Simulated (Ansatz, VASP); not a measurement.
## Two plane-wave programs on KCl

File INCAR:

```
SYSTEM = KCl
  ALGO = Normal
  EDIFF = 1E-6
  ENCUT = 500
  GGA = PS
  GGA_COMPAT = .FALSE.
  ISIF = 2
  ISMEAR = 0
  LASPH = .TRUE.
  LCHARG = .FALSE.
  LREAL = .FALSE.
  LWAVE = .FALSE.
  NBANDS = 15
  NELM = 120
  PREC = Accurate
  SIGMA = 0.05
```

File KPOINTS:

```
k-points
0
G
  8 8 8
  0 0 0
```

Contents of POSCAR:

```
KCl
1.0
    0.0000000000      3.1628115595      3.1628115595
    3.1628115595      0.0000000000      3.1628115595
    3.1628115595      3.1628115595      0.0000000000
K Cl
1 1
Direct
    0.0000000000      0.0000000000      0.0000000000
    0.5000000000      0.5000000000      0.5000000000
```

Input for Ansatz:

```yaml
crystal:
  lattice:
    - [0.0, 3.1628115595, 3.1628115595]
    - [3.1628115595, 0.0, 3.1628115595]
    - [3.1628115595, 3.1628115595, 0.0]
  atoms:
    - { symbol: K, position: [0.0, 0.0, 0.0] }
    - { symbol: Cl, position: [0.5, 0.5, 0.5] }
basis:
  ecutwfc: 420
  ecutrho_ratio: 4
kpoints:
  mp_grid: { grid: [8, 8, 8] }
hamiltonian:
  xc: pbesol
scf:
  occupations: { method: gaussian, width: 0.05 }
output:
  forces: true
  stress: true
  eigenvalues: true
```

Alike in both runs: task single point; functional PBEsol; k mesh 8 × 8 × 8; occupations gaussian, width 0.05 eV; no spin polarisation.

```csv
,VASP,Ansatz
version,VASP 6.6.1,Ansatz 0.2.0
potentials or method,"VASP PAW PBE potentials, release 64 (K_sv, Cl), cutoff 500 eV","scalar-relativistic, plane waves, PAW"
valence electrons in the cell,16,16
```

VASP gave:

| Item | Value |
| --- | --- |
| gap on the k mesh at the Fermi level (eV) | 4.97 |
| least direct gap on the mesh (eV) | 4.97 |
| pressure (GPa) | -0.6 |

Question: Which values does Ansatz return?

Answer: gap on the k mesh at the Fermi level (eV): 4.98; least direct gap on the mesh (eV): 4.98; pressure (GPa): -0.7.

VASP's potentials were made for PBE, not for PBEsol. With one functional, cell and mesh, what is left measures potentials, basis and numerics.
